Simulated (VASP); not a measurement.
Set up this calculation in VASP 6.6.1, as the native input.

- Task: single point
- Functional: BLYP
- Potentials or basis: VASP PAW PBE potentials, release 64 (Ir_sv_GW)
- Cutoff: 560 eV
- k mesh: 13 × 13 × 13
- Occupations: fermi-dirac, width 0.1 eV
- Spin: no spin polarisation
- Dipole correction: no
- Further INCAR settings: ALGO = Normal; EDIFF = 1e-06; NBANDS = 14

The structure of Ir lies in POSCAR:

```
Ir
1.0
    2.5819032812      0.0000000000      0.0000000000
    0.0000000000      2.5819032812      0.0000000000
    0.0000000000      0.0000000000      2.5819032812
Ir
1
Direct
    0.0000000000      0.0000000000      0.0000000000
```

This isn't the form of Ir at room conditions, which is fcc.

These files were run (other wordings do the same):

INCAR

```
SYSTEM = Ir
  PREC = Accurate
  ENCUT = 560
  EDIFF = 1E-6
  ISMEAR = -1
  SIGMA = 0.1
  LREAL = .False.
  LASPH = .True.
  NELM = 120
  ALGO = Normal
  ISIF = 2
  LWAVE = .False.
  LCHARG = .False.
  GGA = B5
  ALDAX = 1.0
  AGGAX = 1.0
  AGGAC = 1.0
  ALDAC = 0.0
  NBANDS = 14
  GGA_COMPAT = .False.
```

KPOINTS

```
regular mesh
0
Gamma
  13 13 13
  0 0 0
```

Potentials or basis: VASP PAW PBE potentials, release 64 (Ir_sv_GW).

Command:

```bash
$ cat potpaw_PBE.64/Ir_sv_GW/POTCAR > POTCAR
$ mpirun -np 1 vasp_std > vasp.out
```

Results of the run:

- Pressure: 9.0 GPa
- Band gap on the k mesh: zero (an odd number of electrons rules out a gap without spin polarisation)

Caveat: the cell stands under pressure; the PAW data sets were made with another functional, which shifts forces and pressure a little; spin-orbit coupling is left out, which moves the levels of the heavy elements.

It took 12 s on 1 thread of Intel(R) Xeon(R) 6975P-C (Granite Rapids), on a shared host, peak memory 0.14 GiB.
